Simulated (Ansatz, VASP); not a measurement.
## One calculation of Ge, two programs

```
Ge
1.0
     1.33428   -2.60052    0.00000
     1.33428    2.60052    0.00000
     0.00000    0.00000    2.69823
Ge
1
Direct
  0.50000 0.50000 0.00000
```

Change from the starting cell: strain -0.0450 x Voigt [1, 0, 0, 0, 0, 0], atoms carried along.

Alike in both runs: task single point; functional PBEsol; k mesh 20 × 20 × 18; occupations gaussian, width 0.15 eV; no spin polarisation.

|  | VASP | Ansatz |
| --- | --- | --- |
| version | VASP 6.6.1 | Ansatz 0.2.0 |
| potentials or method | VASP PAW PBE potentials, release 64 (Ge_d), cutoff 520 eV | scalar-relativistic, plane waves, PAW |
| valence electrons in the cell | 14 | 14 |

|  | VASP | Ansatz | Ansatz less VASP |
| --- | --- | --- | --- |
| gap on the k mesh at the Fermi level (eV) | none | none | - |
| pressure (GPa) | -0.7 | -0.6 | +0.13 |
| traceless stress, the component that is largest in VASP (GPa) | 4.97 | 4.98 | +0.009 |

VASP's potentials were made for PBE, not for PBEsol. A gap of «none» marks a metal or a gap that the smearing closes.
